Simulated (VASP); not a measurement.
# MgB4C (Cmmm) in VASP: single point with PBE

Aim: the single point of MgB4C with PBE.

All numbers are computed with VASP 6.6.1; they aren't measurements. Logs are shortened: lines on timing, memory, paths and dates and some standing lists are left out, and cuts for length are marked.

## Step 1: The cell of the first run

The structure is orthorhombic, space group Cmmm (No. 65). Conventional cell: a = 5.725 Å, b = 8.654 Å, c = 3.622 Å, α = 90.00°, β = 90.00°, γ = 90.00°. Mg (site symmetry mmm) has 2 C at 1.81 Å and 4 B at 2.07 Å within 2.4 Å. B (site symmetry m) has 2 B at 1.64 to 1.98 Å and 1 C at 2.00 Å and 1 Mg at 2.07 Å within 2.2 Å. Within 2.4 Å of C (site symmetry mmm) lie 2 Mg at 1.81 Å and 4 B at 2.00 Å.

The cell was generated, and may not be a known phase.

## Step 2: Single point, PBE

INCAR reads:

```
SYSTEM = MgB4C
ALGO = Normal
EDIFF = 1E-6
ENCUT = 840
GGA = PE
GGA_COMPAT = .FALSE.
ISIF = 2
ISMEAR = 0
LASPH = .TRUE.
LCHARG = .FALSE.
LREAL = .FALSE.
LWAVE = .FALSE.
NBANDS = 22
NELM = 120
PREC = Accurate
SIGMA = 0.1
```

KPOINTS reads:

```
k-points
0
G
  4 4 6
  0 0 0
```

POSCAR reads:

```
MgB4C
1.0
    2.8624376692     -4.3268367239      0.0000000000
    2.8624376692      4.3268367239      0.0000000000
    0.0000000000      0.0000000000      3.6219496683
Mg B C
1 4 1
Direct
    0.0000000000      0.0000000000      0.5000000000
    0.7893525221      0.2106474779      0.7730837691
    0.2106474779      0.7893525221      0.7730837691
    0.7893525221      0.2106474779      0.2269162309
    0.2106474779      0.7893525221      0.2269162309
    0.0000000000      0.0000000000      0.0000000000
```

Potentials or basis: VASP PAW PBE potentials, release 64 (Mg_sv, B, C).

Launch:

```bash
> cat potpaw_PBE.64/Mg_sv/POTCAR potpaw_PBE.64/B/POTCAR potpaw_PBE.64/C/POTCAR > POTCAR
> mpirun -np 1 vasp_std > vasp.out
```

OUTCAR:

```text
SYSTEM = MgB4C
   EDIFF = 1E-6
   ENCUT = 840
   GGA = PE
   ISIF = 2
   ISMEAR = 0
   LASPH = .TRUE.
   LREAL = .FALSE.
   NELM = 120
   PREC = Accurate

 ion  position               nearest neighbor table
   1  0.000  0.000  0.500-   6 1.81   6 1.81   4 2.07   5 2.07   2 2.07   3 2.07
   2  0.789  0.211  0.773-   4 1.64   4 1.98   6 2.00   1 2.07
   3  0.211  0.789  0.773-   5 1.64   5 1.98   6 2.00   1 2.07
   4  0.789  0.211  0.227-   2 1.64   2 1.98   6 2.00   1 2.07
   5  0.211  0.789  0.227-   3 1.64   3 1.98   6 2.00   1 2.07
   6  0.000  0.000  0.000-   1 1.81   1 1.81   3 2.00   4 2.00   5 2.00   2 2.00

  LATTYP: Found a base centered orthorhombic cell.
 ALAT       =     5.7248753384
 B/A-ratio  =     1.5115915957
 C/A-ratio  =     0.6326687402

  Lattice vectors:

 A1 = (   2.8624376692,  -4.3268367239,   0.0000000000)
 A2 = (   2.8624376692,   4.3268367239,   0.0000000000)
 A3 = (   0.0000000000,   0.0000000000,   3.6219496683)

Analysis of symmetry for initial positions (statically):
=====================================================================
 Subroutine PRICEL returns:
 Original cell was already a primitive cell.

 Routine SETGRP: Setting up the symmetry group for a
 base centered orthorhombic supercell.

 Subroutine GETGRP returns: Found  8 space group operations
 (whereof  8 operations were pure point group operations)
 out of a pool of  8 trial point group operations.

The static configuration has the point symmetry D_2h.

Analysis of symmetry for dynamics (positions and initial velocities):
=====================================================================
 Subroutine PRICEL returns:
 Original cell was already a primitive cell.

 Routine SETGRP: Setting up the symmetry group for a
 base centered orthorhombic supercell.

 Subroutine GETGRP returns: Found  8 space group operations
 (whereof  8 operations were pure point group operations)
 out of a pool of  8 trial point group operations.

The dynamic configuration has the point symmetry D_2h.

 Subroutine INISYM returns: Found  8 space group operations
 (whereof  8 operations are pure point group operations),
 and found     1 'primitive' translations

----------------------------------------------------------------------------------------

                                     Primitive cell

  volume of cell :      89.7179

  direct lattice vectors                    reciprocal lattice vectors
     2.862437669 -4.326836724  0.000000000     0.174676293 -0.115557862  0.000000000
     2.862437669  4.326836724  0.000000000     0.174676293  0.115557862  0.000000000
     0.000000000  0.000000000  3.621949668     0.000000000  0.000000000  0.276094394

  length of vectors
     5.187973154  5.187973154  3.621949668     0.209440747  0.209440747  0.276094394

  position of ions in fractional coordinates (direct lattice)
     0.000000000  0.000000000  0.500000000
     0.789352522  0.210647478  0.773083769
     0.210647478  0.789352522  0.773083769
     0.789352522  0.210647478  0.226916231
     0.210647478  0.789352522  0.226916231
     0.000000000  0.000000000  0.000000000

  ion indices of the primitive-cell ions
   primitive index   ion index
                 1           1
                 2           2
                 3           3
                 4           4
                 5           5
                 6           6

----------------------------------------------------------------------------------------

 KPOINTS: k-points

Automatic generation of k-mesh.
 Grid dimensions read from file:
 generate k-points for:    4    4    6

 Generating k-lattice:

  Cartesian coordinates                     Fractional coordinates (reciprocal lattice)
     0.043669073 -0.028889465  0.000000000     0.250000000  0.000000000  0.000000000
     0.043669073  0.028889465  0.000000000     0.000000000  0.250000000  0.000000000
     0.000000000  0.000000000  0.046015732     0.000000000  0.000000000  0.166666667

  Length of vectors
     0.052360187  0.052360187  0.046015732

  Shift w.r.t. Gamma in fractional coordinates (k-lattice)
     0.000000000  0.000000000  0.000000000

 Subroutine IBZKPT returns following result:
 ===========================================

 Found     28 irreducible k-points:

 Following reciprocal coordinates:
            Coordinates               Weight
  0.000000  0.000000  0.000000      1.000000
  0.250000  0.000000  0.000000      4.000000
  0.500000  0.000000  0.000000      2.000000
  0.250000  0.250000  0.000000      2.000000
  0.500000  0.250000  0.000000      4.000000
 -0.250000  0.250000  0.000000      2.000000
[... 16 lines left out ...]
  0.250000  0.000000  0.500000      4.000000
  0.500000  0.000000  0.500000      2.000000
 [... further k-points ...]
   k-points           NKPTS =     28   k-points in BZ     NKDIM =     28   number of bands    NBANDS=     22
   number of dos      NEDOS =    301   number of ions     NIONS =      6
   total plane-waves  NPLWV =  90000
   dimension x,y,z NGX =    50 NGY =   50 NGZ =   36
   dimension x,y,z NGXF=   100 NGYF=  100 NGZF=   72
   ions per type =               1   4   1
   NGX,Y,Z   is equivalent  to a cutoff of  16.02, 16.02, 16.52 a.u.
   NGXF,Y,Z  is equivalent  to a cutoff of  32.04, 32.04, 33.05 a.u.
 SYSTEM =  MgB4C
   PREC   = accura    normal or accurate (medium, high low for compatibility)
   ISTART =      0    job   : 0-new  1-cont  2-samecut
   ICHARG =      2    charge: 1-file 2-atom 10-const
   ISPIN  =      1    spin polarized calculation?
   LNONCOLLINEAR =      F non collinear calculations
   LSORBIT =      F    spin-orbit coupling
   LASPH  =      T    aspherical Exc in radial PAW
   ENCUT  =  840.0 eV  61.74 Ry    7.86 a.u.  12.26 12.26  8.56*2*pi/ulx,y,z
   NELM   =    120;   NELMIN=  2; NELMDL= -5     # of ELM steps
   EDIFF  = 0.1E-05   stopping-criterion for ELM
   LREAL  =      F    real-space projection
   EDIFFG = 0.1E-04   stopping-criterion for IOM
   NSW    =      0    number of steps for IOM
   IBRION =     -1    ionic relax: 0-MD 1-quasi-New 2-CG
   NFREE  =      0    steps in history (QN), initial steepest desc. (CG)
   ISIF   =      2    stress and relaxation
   ISYM   =      2    0-nonsym 1-usesym 2-fastsym
   POTIM  = 0.5000    time-step for ionic-motion
   TEBEG  =    0.0;   TEEND  =   0.0 temperature during run
   PSTRESS=    0.0 pullay stress
   NELECT =      26.0000    total number of electrons
   NUPDOWN=      -1.0000    fix difference up-down
   EMIN   =  10.00;   EMAX   =-10.00  energy-range for DOS
   EFERMI =   0.00;   METHOD = LEGACY
   ISMEAR =     0;   SIGMA  =   0.10  broadening in eV -4-tet -1-fermi 0-gaus
   EFERMI_NEDOS =   21; number of points for ismear=-14 and -15
   IALGO  =     38    algorithm
   IMIX   =      4    mixing-type and parameters
     AMIX     =   0.40;   BMIX     =  1.00
     AMIX_MAG =   1.60;   BMIX_MAG =  1.00
  volume/ion in A,a.u.               =      14.95       100.91
  Fermi-wavevector in a.u.,A,eV,Ry     =   1.083360  2.047254 15.968747  1.173670
  Thomas-Fermi vector in A             =   2.219425
   LORBIT       =      0    0 simple, 1 ext, 2 COOP (PROOUT), +10 PAW based schemes
   GGA     = PE    functional components
   LHFCALC =     F    Hartree Fock is set to
   AEXX    =    0.0000 exact exchange contribution
   IVDW    =     0    specifies the selected vdW correction
   LEPSILON=     F    determine dielectric tensor
   LRPA    =     F    only Hartree local field effects (RPA)
 non-spin polarized calculation
 Gauss-broadening in eV      SIGMA  =   0.10
  energy-cutoff  :      840.00
  volume of cell :       89.72
 maximum number of plane-waves:      4989
 NGX is ok and might be reduce to    50
   NGX = 25   NGY = 25   NGZ = 17

 number of electron      26.0000006 magnetization

 Free energy of the ion-electron system (eV)
  ---------------------------------------------------
  ext. energy  EPLUGINS =         0.00000000
  ---------------------------------------------------
  free energy    TOTEN  =       -26.73558743 eV

  energy without entropy =      -26.73097020  energy(sigma->0) =      -26.73327881

 E-fermi :   1.7295     XC(G=0):  -8.4371

 val. band max:        1.6736091585   @ k =  -0.2500   0.2500   0.5000
 cond. band min:       2.0354103265   @ k =   0.5000   0.5000   0.0000
 fundamental gap:      0.3618011680
 Fermi energy:         1.7295418658

 k-point     1 :       0.0000    0.0000    0.0000
  band No.  band energies     occupation
      1     -72.8338      2.00000
      2     -39.6590      2.00000
      3     -39.6017      2.00000
      4     -39.5777      2.00000
      5     -11.5514      2.00000
      6      -7.8618      2.00000
[... 14 lines left out ...]
     21       7.5683      0.00000
     22       8.8151      0.00000

 k-point     2 :       0.2500    0.0000    0.0000
  band No.  band energies     occupation
      1     -72.8337      2.00000
      2     -39.6590      2.00000
      3     -39.6017      2.00000
      4     -39.5776      2.00000
      5     -11.4594      2.00000
      6      -8.2274      2.00000
[... 14 lines left out ...]
     21       7.9548      0.00000
     22       8.7661      0.00000

 k-point     3 :       0.5000    0.0000    0.0000
  band No.  band energies     occupation
      1     -72.8338      2.00000
      2     -39.6590      2.00000
      3     -39.6018      2.00000
      4     -39.5777      2.00000
      5     -11.3555      2.00000
      6      -8.5489      2.00000
[... 14 lines left out ...]
     21       8.5971      0.00000
     22       8.6499      0.00000
[... 476 lines left out ...]
 k-point    23 :       0.2500    0.0000    0.5000
  band No.  band energies     occupation
      1     -72.8338      2.00000
      2     -39.6577      2.00000
      3     -39.6057      2.00000
      4     -39.5768      2.00000
      5     -10.4615      2.00000
      6      -7.2269      2.00000
[... 14 lines left out ...]
     21       8.5120      0.00000
     22       8.7164      0.00000

 k-point    24 :       0.5000    0.0000    0.5000
  band No.  band energies     occupation
      1     -72.8337      2.00000
      2     -39.6577      2.00000
      3     -39.6056      2.00000
      4     -39.5768      2.00000
      5     -10.3896      2.00000
      6      -7.4588      2.00000
[... 14 lines left out ...]
     21       8.0317      0.00000
     22       8.6532      0.00000

 [... further k-points ...]

------------------------ aborting loop because EDIFF is reached ----------------------------------------

  FORCE on cell =-STRESS in cart. coord.  units (eV):
  Direction    XX          YY          ZZ          XY          YZ          ZX
  --------------------------------------------------------------------------------------
  -------------------------------------------------------------------------------------
  Total       -0.1108161      0.1112537      0.1737633     -0.0000000      0.0000000      0.0000000
  in kB       -1.9789491      1.9867628      3.1030564     -0.0000000      0.0000000      0.0000000
  external PRESSURE =       1.0369567 kB  Pullay stress =       0.0000000 kB

 VOLUME and BASIS-vectors are now :
 -----------------------------------------------------------------------------
  energy-cutoff  :      840.00
  volume of cell :       89.72
      direct lattice vectors                 reciprocal lattice vectors
     2.862437669 -4.326836724  0.000000000     0.174676293 -0.115557862  0.000000000
     2.862437669  4.326836724  0.000000000     0.174676293  0.115557862  0.000000000
     0.000000000  0.000000000  3.621949668     0.000000000  0.000000000  0.276094394

 POSITION                                       TOTAL-FORCE (eV/Angst)
 -----------------------------------------------------------------------------------
      0.00000      0.00000      1.81097         0.000000     -0.000000      0.000000
      2.86244     -2.50396      2.80007         0.000000      0.008293      0.004828
      2.86244      2.50396      2.80007         0.000000     -0.008293      0.004828
      2.86244     -2.50396      0.82188         0.000000      0.008293     -0.004828
      2.86244      2.50396      0.82188         0.000000     -0.008293     -0.004828
      0.00000      0.00000      0.00000         0.000000     -0.000000      0.000000
 -----------------------------------------------------------------------------------
    total drift:                                0.000000      0.000000      0.000000

  FREE ENERGIE OF THE ION-ELECTRON SYSTEM (eV)
  ---------------------------------------------------
  free  energy   TOTEN  =       -26.7355874252 eV

  energy  without entropy=      -26.7309701962  energy(sigma->0) =      -26.73327881
```

Wall time 48 s (1 thread of Intel Xeon 6975P-C (Granite Rapids), shared host); peak memory 0.34 GiB.

Results:

```yaml
Free_energy: -26.7356 eV
Pressure: 0.1 GPa
Largest_force: 0.010 eV/Å
Band_gap_on_the_k_mesh: zero (bands 13 and 14 overlap by 1.07 eV)
```

Forces on the atoms (eV/Å):
```
Mg   0.000  0.000  0.000
B    0.000  0.008  0.005
B    0.000 -0.008  0.005
B    0.000  0.008 -0.005
B    0.000 -0.008 -0.005
C    0.000  0.000  0.000
```

Stress tensor (GPa, compression positive):
```
-0.20  0.00  0.00
 0.00  0.20  0.00
 0.00  0.00  0.31
```

Levels at points of the mesh, in eV from the Fermi level:
| k point | band 11 | band 12 | band 13 | band 14 | band 15 | band 16 |
| --- | --- | --- | --- | --- | --- | --- |
| (0.00, 0.00, 0.00) | -3.60 | -3.18 | -2.71 | 0.99 | 1.81 | 2.83 |
| (0.50, 0.00, 0.00) | -3.53 | -2.32 | -1.43 | 1.02 | 1.13 | 1.27 |
| (0.50, 0.50, 0.00) | -3.48 | -3.27 | 0.31 | 0.42 | 0.65 | 0.81 |
| (0.00, 0.00, 0.50) | -2.16 | -1.92 | -1.57 | -0.69 | 0.73 | 2.55 |
| (0.50, 0.00, 0.50) | -3.24 | -1.54 | -0.28 | 0.46 | 1.37 | 2.06 |
| (0.50, 0.50, 0.50) | -2.95 | -2.52 | -1.17 | 1.37 | 1.39 | 2.66 |

The gap in the log of VASP goes by the Fermi energy; the results here count the filled bands.